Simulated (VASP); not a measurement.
# Ir (P6_3/mmc) in VASP: further runs

Ir is run at these levels: PBE; tasks: single point.

All numbers are computed with VASP 6.6.1; they aren't measurements. Logs are shortened: lines on timing, memory, paths and dates and some standing lists are left out, and cuts for length are marked.

### Step 1. The cell of the first run

It takes space group P6_3/mmc (No. 194, hexagonal). Conventional cell: a = 2.684 Å, b = 2.684 Å, c = 4.601 Å, α = 90.00°, β = 90.00°, γ = 120.00°. Within 3.5 Å of Ir (site symmetry -6m2) lie 12 Ir at 2.68 to 2.77 Å.

This isn't the form of Ir at room conditions, which is fcc.

### Step 2. Single point, PBE

INCAR

```
  ALGO = Normal
  EDIFF = 1E-6
  ENCUT = 520
  GGA = PE
  ISIF = 2
  ISMEAR = 0
  LASPH = True
  LCHARG = True
  LELF = True
  LREAL = False
  LVHAR = True
  LWAVE = False
  NBANDS = 16
  NELM = 80
  PREC = Accurate
  SIGMA = 0.15
```

KPOINTS

```
k-points
0
Gamma
  18 18 10
```

POSCAR

```
Ir
1.0
    2.6837000000      0.0000000000      0.0000000000
   -1.3418500000      2.3241523762      0.0000000000
    0.0000000000      0.0000000000      4.6014000000
Ir
2
Direct
    0.6666666667      0.3333333333      0.7500000000
    0.3333333333      0.6666666667      0.2500000000
```

Potentials or basis: VASP PAW PBE potentials, release 64 (Ir).

On the command line:

```sh
cat potpaw_PBE.64/Ir/POTCAR > POTCAR
mpirun -np 1 vasp_std > vasp.out
```

OUTCAR:

```text
EDIFF = 1E-6
   ENCUT = 520
   GGA = PE
   ISIF = 2
   ISMEAR = 0
   LASPH = True
   LREAL = False
   NELM = 80
   PREC = Accurate

 ion  position               nearest neighbor table
   1  0.667  0.333  0.750-   2 2.77   2 2.77   2 2.77   2 2.77   2 2.77   2 2.77
   2  0.333  0.667  0.250-   1 2.77   1 2.77   1 2.77   1 2.77   1 2.77   1 2.77

  LATTYP: Found a hexagonal cell.
 ALAT       =     2.6837000000
 C/A-ratio  =     1.7145731639

  Lattice vectors:

 A1 = (   2.6837000000,   0.0000000000,   0.0000000000)
 A2 = (  -1.3418500000,   2.3241523762,   0.0000000000)
 A3 = (   0.0000000000,   0.0000000000,   4.6014000000)

Analysis of symmetry for initial positions (statically):
=====================================================================
 Subroutine PRICEL returns:
 Original cell was already a primitive cell.

 Routine SETGRP: Setting up the symmetry group for a
 hexagonal supercell.

 Subroutine GETGRP returns: Found 24 space group operations
 (whereof 12 operations were pure point group operations)
 out of a pool of 24 trial point group operations.

The static configuration has the point symmetry D_3d.
 The point group associated with its full space group is D_6h.

Analysis of symmetry for dynamics (positions and initial velocities):
=====================================================================
 Subroutine PRICEL returns:
 Original cell was already a primitive cell.

 Routine SETGRP: Setting up the symmetry group for a
 hexagonal supercell.

 Subroutine GETGRP returns: Found 24 space group operations
 (whereof 12 operations were pure point group operations)
 out of a pool of 24 trial point group operations.

The dynamic configuration has the point symmetry D_3d.
 The point group associated with its full space group is D_6h.

 Subroutine INISYM returns: Found 24 space group operations
 (whereof 12 operations are pure point group operations),
 and found     1 'primitive' translations

----------------------------------------------------------------------------------------

                                     Primitive cell

  volume of cell :      28.7004

  direct lattice vectors                    reciprocal lattice vectors
     2.683700000  0.000000000  0.000000000     0.372619890  0.215132194  0.000000000
    -1.341850000  2.324152376  0.000000000     0.000000000  0.430264388  0.000000000
     0.000000000  0.000000000  4.601400000     0.000000000  0.000000000  0.217325162

  length of vectors
     2.683700000  2.683700000  4.601400000     0.430264388  0.430264388  0.217325162

  position of ions in fractional coordinates (direct lattice)
     0.666666667  0.333333333  0.750000000
     0.333333333  0.666666667  0.250000000

  ion indices of the primitive-cell ions
   primitive index   ion index
                 1           1
                 2           2

----------------------------------------------------------------------------------------

 KPOINTS: k-points

Automatic generation of k-mesh.
 Grid dimensions read from file:
 generate k-points for:   18   18   10

 Generating k-lattice:

  Cartesian coordinates                     Fractional coordinates (reciprocal lattice)
     0.020701105  0.011951789  0.000000000     0.055555556 -0.000000000  0.000000000
     0.000000000  0.023903577  0.000000000     0.000000000  0.055555556  0.000000000
     0.000000000  0.000000000  0.021732516     0.000000000  0.000000000  0.100000000

  Length of vectors
     0.023903577  0.023903577  0.021732516

  Shift w.r.t. Gamma in fractional coordinates (k-lattice)
     0.000000000  0.000000000  0.000000000

 Subroutine IBZKPT returns following result:
 ===========================================

 Found    222 irreducible k-points:

 Following reciprocal coordinates:
            Coordinates               Weight
  0.000000  0.000000  0.000000      1.000000
  0.055556  0.000000  0.000000      6.000000
  0.111111  0.000000  0.000000      6.000000
  0.166667  0.000000  0.000000      6.000000
  0.222222  0.000000  0.000000      6.000000
  0.277778  0.000000  0.000000      6.000000
[... 16 lines left out ...]
  0.333333  0.111111  0.000000     12.000000
  0.388889  0.111111  0.000000     12.000000
 [... further k-points ...]
   k-points           NKPTS =    222   k-points in BZ     NKDIM =    222   number of bands    NBANDS=     16
   number of dos      NEDOS =    301   number of ions     NIONS =      2
   total plane-waves  NPLWV =  14400
   dimension x,y,z NGX =    20 NGY =   20 NGZ =   36
   dimension x,y,z NGXF=    40 NGYF=   40 NGZF=   72
   ions per type =               2
   NGX,Y,Z   is equivalent  to a cutoff of  12.39, 12.39, 13.01 a.u.
   NGXF,Y,Z  is equivalent  to a cutoff of  24.78, 24.78, 26.01 a.u.
 SYSTEM =  unknown system
   PREC   = accura    normal or accurate (medium, high low for compatibility)
   ISTART =      0    job   : 0-new  1-cont  2-samecut
   ICHARG =      2    charge: 1-file 2-atom 10-const
[... 26 lines left out ...]
     AMIX_MAG =   1.60;   BMIX_MAG =  1.00
  volume/ion in A,a.u.               =      14.35        96.84
  Fermi-wavevector in a.u.,A,eV,Ry     =   1.401316  2.648104 26.717586  1.963687
  Thomas-Fermi vector in A             =   2.524190
   LORBIT       =      0    0 simple, 1 ext, 2 COOP (PROOUT), +10 PAW based schemes
   GGA     = PE    functional components
   LHFCALC =     F    Hartree Fock is set to
   AEXX    =    0.0000 exact exchange contribution
   IVDW    =     0    specifies the selected vdW correction
   LEPSILON=     F    determine dielectric tensor
   LRPA    =     F    only Hartree local field effects (RPA)
 non-spin polarized calculation
 Gauss-broadening in eV      SIGMA  =   0.15
  energy-cutoff  :      520.00
  volume of cell :       28.70
 maximum number of plane-waves:       801
 NGX is ok and might be reduce to    20

 number of electron      18.0000001 magnetization

 Free energy of the ion-electron system (eV)
  ---------------------------------------------------
  ext. energy  EPLUGINS =         0.00000000
  ---------------------------------------------------
  free energy    TOTEN  =       -17.48733532 eV

  energy without entropy =      -17.46103577  energy(sigma->0) =      -17.47418555

 E-fermi :  10.2043     XC(G=0): -13.9003

 val. band max:       10.1979925664   @ k =   0.2778   0.1667   0.4000
 cond. band min:      10.2116885385   @ k =   0.2778   0.0556   0.5000
 fundamental gap:      0.0136959720
 Fermi energy:        10.2042809353

 k-point     1 :       0.0000    0.0000    0.0000
  band No.  band energies     occupation
      1      -0.8051      2.00000
      2       2.0764      2.00000
      3       5.8721      2.00000
      4       6.5195      2.00000
      5       6.5195      2.00000
      6       7.0401      2.00000
[... 8 lines left out ...]
     15      25.8734      0.00000
     16      27.5400      0.00000

 k-point     2 :       0.0556    0.0000    0.0000
  band No.  band energies     occupation
      1      -0.6791      2.00000
      2       2.1966      2.00000
      3       5.8522      2.00000
      4       6.5129      2.00000
      5       6.6265      2.00000
      6       6.9639      2.00000
[... 8 lines left out ...]
     15      26.0679      0.00000
     16      27.7612      0.00000

 k-point     3 :       0.1111    0.0000    0.0000
  band No.  band energies     occupation
      1      -0.3117      2.00000
      2       2.5350      2.00000
      3       5.7241      2.00000
      4       6.5468      2.00000
      5       6.8160      2.00000
      6       6.9428      2.00000
[... 8 lines left out ...]
     15      26.5953      0.00000
     16      28.2843      0.00000

 k-point     4 :       0.1667    0.0000    0.0000
  band No.  band energies     occupation
      1       0.2625      2.00000
      2       3.0053      2.00000
      3       5.5072      2.00000
      4       6.3513      2.00000
      5       6.3588      2.00000
      6       7.0352      2.00000
[... 8 lines left out ...]
     15      27.1207      0.00000
     16      28.3791      0.00000
[... 324 lines left out ...]
 k-point    22 :       0.2778    0.1111    0.0000
  band No.  band energies     occupation
      1       2.6979      2.00000
      2       3.6267      2.00000
      3       4.2201      2.00000
      4       5.5130      2.00000
      5       6.3977      2.00000
      6       6.4355      2.00000
[... 8 lines left out ...]
     15      23.0102      0.00000
     16      25.3423      0.00000

 k-point    23 :       0.3333    0.1111    0.0000
  band No.  band energies     occupation
      1       3.0656      2.00000
      2       3.3922      2.00000
      3       3.8458      2.00000
      4       5.9611      2.00000
      5       6.3100      2.00000
      6       6.8632      2.00000
[... 8 lines left out ...]
     15      21.7323      0.00000
     16      24.7874      0.00000

 k-point    24 :       0.3889    0.1111    0.0000
  band No.  band energies     occupation
      1       3.1583      2.00000
      2       3.2744      2.00000
      3       3.6163      2.00000
      4       6.3255      2.00000
      5       6.4623      2.00000
      6       6.6490      2.00000
[... 8 lines left out ...]
     15      20.6118      0.00000
     16      23.6237      0.00000

 [... further k-points ...]
[... 5 lines left out ...]
  --------------------------------------------------------------------------------------
  -------------------------------------------------------------------------------------
  Total        2.4976117      2.4976117     -1.2300800     -0.0000000     -0.0000000      0.0000000
  in kB      139.4270192    139.4270192    -68.6681574     -0.0000000     -0.0000000      0.0000000
  external PRESSURE =      70.0619603 kB  Pullay stress =       0.0000000 kB

 VOLUME and BASIS-vectors are now :
 -----------------------------------------------------------------------------
  energy-cutoff  :      520.00
  volume of cell :       28.70
      direct lattice vectors                 reciprocal lattice vectors
     2.683700000  0.000000000  0.000000000     0.372619890  0.215132194  0.000000000
    -1.341850000  2.324152376  0.000000000     0.000000000  0.430264388  0.000000000
     0.000000000  0.000000000  4.601400000     0.000000000  0.000000000  0.217325162

 POSITION                                       TOTAL-FORCE (eV/Angst)
 -----------------------------------------------------------------------------------
      1.34185      0.77472      3.45105        -0.000000      0.000000      0.000000
     -0.00000      1.54943      1.15035         0.000000      0.000000      0.000000
 -----------------------------------------------------------------------------------
    total drift:                               -0.000000      0.000000     -0.000000

  FREE ENERGIE OF THE ION-ELECTRON SYSTEM (eV)
  ---------------------------------------------------
  free  energy   TOTEN  =       -17.4873353202 eV

  energy  without entropy=      -17.4610357724  energy(sigma->0) =      -17.47418555
```

Run time: 98 s. Hardware: 1 thread of Intel Xeon 8259CL, shared host; peak memory 0.21 GiB.

What came out:

```yaml
Free_energy: -17.4873 eV
Pressure: 7.0 GPa
Band_gap_on_the_k_mesh: zero (bands 9 and 10 overlap by 3.58 eV)
```

Stress tensor (GPa, compression positive):
```
13.94  0.00  0.00
 0.00 13.94  0.00
 0.00  0.00 -6.87
```

Caveat: the stress differs along the axes, from -7 to 14 GPa; spin-orbit coupling is left out, which moves the levels of the heavy elements.

### Step 3. Single point, PBE

INCAR

```
PREC = Accurate
ENCUT = 520
EDIFF = 1E-6
ISMEAR = 0
SIGMA = 0.15
LREAL = False
LASPH = True
NELM = 60
ALGO = Fast
ISIF = 2
LWAVE = False
LCHARG = False
GGA = PE
NBANDS = 16
```

KPOINTS

```
Automatic mesh
0
Gamma
  18 18 10
```

POSCAR

```
Ir
1.0
    2.6929000000      0.0000000000      0.0000000000
   -1.3464500000      2.3321198099      0.0000000000
    0.0000000000      0.0000000000      4.5717000000
Ir
2
Direct
    0.6666666667      0.3333333333      0.7500000000
    0.3333333333      0.6666666667      0.2500000000
```

Potentials or basis: VASP PAW PBE potentials, release 64 (Ir).

On the command line:

```sh
cat potpaw_PBE.64/Ir/POTCAR > POTCAR
mpirun -np 1 vasp_std > vasp.out
```

Wall time 2.7 min (1 thread of Intel Xeon 8259CL, shared host); peak memory 0.21 GiB.

It converged, with:

```yaml
Free_energy: -17.5102 eV
Pressure: 6.4 GPa
Band_gap_on_the_k_mesh: zero (bands 9 and 10 overlap by 3.52 eV)
```

Stress tensor (GPa, compression positive):
```
12.13  0.00  0.00
 0.00 12.13  0.00
 0.00  0.00 -4.93
```

Levels at points of the mesh, in eV from the Fermi level:
```
           k point  band 6  band 7  band 8  band 9  band 10  band 11  band 12  band 13
(0.00, 0.00, 0.00)   -3.16   -3.16   -1.89   -1.89    -1.16     0.35     0.35     6.38
(0.50, 0.00, 0.00)   -3.15   -3.11    0.81    1.06     1.37     3.06     4.58     8.19
(0.00, 0.00, 0.50)   -3.73   -3.73   -3.73   -0.38    -0.38    -0.38    -0.38    13.20
(0.50, 0.00, 0.50)   -1.85   -0.86   -0.86    1.24     1.24     2.04     2.04     7.81
```

Caveat: the stress differs along the axes, from -5 to 12 GPa; spin-orbit coupling is left out, which moves the levels of the heavy elements.

### Step 4. Single point, PBE

This run uses another cell than the first one, of 14.27 Å³/atom.

INCAR

```
SYSTEM = Ir
ALGO     = Normal         ! electronic algorithm
EDIFF    = 1E-6           ! SCF threshold, eV
ENCUT    = 520            ! plane-wave cutoff, eV
GGA      = PE             ! functional
ISIF     = 2              ! what is computed and relaxed
ISMEAR   = 0              ! smearing method
LASPH    = .TRUE.         ! aspherical terms in the spheres
LCHARG   = .TRUE.         ! write CHGCAR
LELF     = .TRUE.         ! ELF
LREAL    = .FALSE.        ! projectors in reciprocal space
LVHAR    = .TRUE.       
LWAVE    = .FALSE.        ! write WAVECAR
NBANDS   = 16             ! bands
NELM     = 100            ! most SCF steps
PREC     = Accurate       ! precision mode
SIGMA    = 0.15           ! smearing width, eV
```

KPOINTS

```
k-points
0
G
  18 18 10
  0 0 0
```

POSCAR

```
Ir
1.0
    2.7203000000      0.0000000000      0.0000000000
   -1.3601500000      2.3558489059      0.0000000000
    0.0000000000      0.0000000000      4.4529609382
Ir
2
Direct
    0.6666666667      0.3333333333      0.7500000000
    0.3333333333      0.6666666667      0.2500000000
```

On the command line:

```sh
cat potpaw_PBE.64/Ir/POTCAR > POTCAR
mpirun -np 1 vasp_std > vasp.out
```

It took 1.9 min on 1 thread of Intel Xeon 8259CL, shared host; peak memory 0.21 GiB.

It converged, with:

| Quantity | Value |
| --- | --- |
| Free energy | -17.5477 eV |
| Pressure | 8.0 GPa |
| Band gap on the k mesh | zero (bands 9 and 10 overlap by 3.34 eV) |

Stress tensor (GPa, compression positive):
```
9.26 0.00 0.00
0.00 9.26 0.00
0.00 0.00 5.56
```

Levels at points of the mesh, in eV from the Fermi level:
| k point | band 6 | band 7 | band 8 | band 9 | band 10 | band 11 | band 12 | band 13 |
| --- | --- | --- | --- | --- | --- | --- | --- | --- |
| (0.00, 0.00, 0.00) | -3.17 | -3.17 | -2.28 | -2.28 | -0.89 | 0.28 | 0.28 | 6.88 |
| (0.50, 0.00, 0.00) | -3.38 | -3.01 | 0.77 | 0.92 | 1.16 | 2.96 | 4.43 | 8.20 |
| (0.00, 0.00, 0.50) | -3.90 | -3.90 | -3.90 | -0.47 | -0.47 | -0.47 | -0.47 | 13.56 |
| (0.50, 0.00, 0.50) | -2.07 | -0.95 | -0.95 | 1.00 | 1.00 | 2.01 | 2.01 | 7.66 |

Caveat: the cell stands under pressure; spin-orbit coupling is left out, which moves the levels of the heavy elements.

### Step 5. Single point, PBE

This run uses another cell than the first one, of the same volume but with other edges.

INCAR

```
SYSTEM = Ir
ALGO = Normal
EDIFF = 1E-6
ENCUT = 520
GGA = PE
ISIF = 2
ISMEAR = 0
LASPH = .TRUE.
LCHARG = .TRUE.
LELF = .TRUE.
LREAL = .FALSE.
LVHAR = .TRUE.
LWAVE = .FALSE.
NBANDS = 16
NELM = 80
PREC = Accurate
SIGMA = 0.15
```

KPOINTS is that of step 4.

POSCAR

```
Ir
1.0
    2.8028000000      0.0000000000      0.0000000000
   -1.4014000000      2.4272960017      0.0000000000
    0.0000000000      0.0000000000      4.2155000000
Ir
2
Direct
    0.6666666667      0.3333333333      0.7500000000
    0.3333333333      0.6666666667      0.2500000000
```

On the command line:

```sh
cat potpaw_PBE.64/Ir/POTCAR > POTCAR
mpirun -np 1 vasp_std > vasp.out
```

Wall time 1.9 min (1 thread of Intel Xeon 8259CL, shared host); peak memory 0.22 GiB.

The run converged. Its results:

```
Free energy            : -17.4305 eV
Pressure               : 9.1 GPa
Band gap on the k mesh : zero (bands 9 and 10 overlap by 3.02 eV)
```

Stress tensor (GPa, compression positive):
```
 0.50  0.00  0.00
 0.00  0.50  0.00
 0.00  0.00 26.33
```

Levels at points of the mesh, in eV from the Fermi level:
```
           k point  band 5  band 6  band 7  band 8  band 9  band 10  band 11  band 12  band 13  band 14
(0.00, 0.00, 0.00)   -3.19   -3.07   -3.07   -3.03   -3.03    -0.04     0.19     0.19     7.94    13.83
(0.50, 0.00, 0.00)   -3.74   -3.15   -2.52    0.14    0.74     1.25     2.59     3.89     8.49    10.46
(0.00, 0.00, 0.50)   -4.24   -4.24   -4.07   -4.07   -0.45    -0.45    -0.45    -0.45    13.51    13.51
(0.50, 0.00, 0.50)   -2.48   -2.48   -1.07   -1.07    0.52     0.52     1.87     1.87     7.36     7.36
```

Caveat: the stress differs along the axes, from 0 to 26 GPa; spin-orbit coupling is left out, which moves the levels of the heavy elements.

### Step 6. Single point, PBE

This run uses another cell than the first one, of 14.46 Å³/atom.

INCAR

```
SYSTEM = Ir
PREC     = Accurate       ! precision mode
ENCUT    = 520            ! plane-wave cutoff, eV
EDIFF    = 1E-7           ! SCF threshold, eV
ISMEAR   = 0              ! smearing method
SIGMA    = 0.15           ! smearing width, eV
LREAL    = .False.        ! projectors in reciprocal space
LASPH    = .True.         ! aspherical terms in the spheres
NELM     = 80             ! most SCF steps
ALGO     = Fast           ! electronic algorithm
ISIF     = 2              ! what is computed and relaxed
LWAVE    = .False.        ! write WAVECAR
LCHARG   = .False.        ! write CHGCAR
GGA      = PE             ! functional
NBANDS   = 16             ! bands
```

KPOINTS

```
regular mesh
0
Gamma
  18 18 10
  0 0 0
```

POSCAR

```
Ir
1.0
    2.7753000000      0.0000000000      0.0000000000
   -1.3876500000      2.4034803031      0.0000000000
    0.0000000000      0.0000000000      4.3342000000
Ir
2
Direct
    0.6666666667      0.3333333333      0.7500000000
    0.3333333333      0.6666666667      0.2500000000
```

Potentials or basis: VASP PAW PBE potentials, release 64 (Ir).

On the command line:

```sh
cat potpaw_PBE.64/Ir/POTCAR > POTCAR
mpirun -np 1 vasp_std > vasp.out
```

It took 2.6 min on 1 thread of Intel Xeon 8259CL, shared host; peak memory 0.22 GiB.

Results (log left out):

* Free energy: -17.5312 eV
* Pressure: 4.0 GPa
* Band gap on the k mesh: zero (bands 9 and 10 overlap by 3.20 eV)

Stress tensor (GPa, compression positive):
```
-0.65  0.00  0.00
 0.00 -0.65  0.00
 0.00  0.00 13.38
```

Levels at points of the mesh, in eV from the Fermi level:
| k point | band 6 | band 7 | band 8 | band 9 | band 10 | band 11 | band 12 | band 13 |
| --- | --- | --- | --- | --- | --- | --- | --- | --- |
| (0.00, 0.00, 0.00) | -3.07 | -3.07 | -2.67 | -2.67 | -0.42 | 0.21 | 0.21 | 7.36 |
| (0.50, 0.00, 0.00) | -3.30 | -2.72 | 0.40 | 0.89 | 1.07 | 2.72 | 4.08 | 8.24 |
| (0.00, 0.00, 0.50) | -4.02 | -4.02 | -4.02 | -0.48 | -0.48 | -0.48 | -0.48 | 13.62 |
| (0.50, 0.00, 0.50) | -2.27 | -1.00 | -1.00 | 0.70 | 0.70 | 1.92 | 1.92 | 7.36 |

Caveat: the stress differs along the axes, from -1 to 13 GPa; spin-orbit coupling is left out, which moves the levels of the heavy elements.

### Step 7. Summary

```csv
cell,gap on the mesh (eV),pressure (GPa)
"a = 2.684, b = 2.684, c = 4.601 Å, angles 90.0, 90.0, 120.0°, 2 atoms",none,7.0
"a = 2.693, b = 2.693, c = 4.572 Å, angles 90.0, 90.0, 120.0°, 2 atoms",none,6.4
"a = 2.720, b = 2.720, c = 4.453 Å, angles 90.0, 90.0, 120.0°, 2 atoms",none,8.0
"a = 2.803, b = 2.803, c = 4.215 Å, angles 90.0, 90.0, 120.0°, 2 atoms",none,9.1
"a = 2.775, b = 2.775, c = 4.334 Å, angles 90.0, 90.0, 120.0°, 2 atoms",none,4.0
```

Alike in all rows: task single point; level PBE; potentials or basis VASP PAW PBE potentials, release 64 (Ir); no spin polarisation; k mesh 18 × 18 × 10; cutoff (eV) 520; smearing gaussian 0.15 eV.

Caveats: spin-orbit coupling is left out, which moves the levels of the heavy elements; the stress differs along the axes, from -7 to 14 GPa (at least some runs); the stress differs along the axes, from -5 to 12 GPa (at least some runs); the cell stands under pressure (at least some runs); the stress differs along the axes, from 0 to 26 GPa (at least some runs); the stress differs along the axes, from -1 to 13 GPa (at least some runs).

Absolute energies hang on the potentials; compare differences alone.
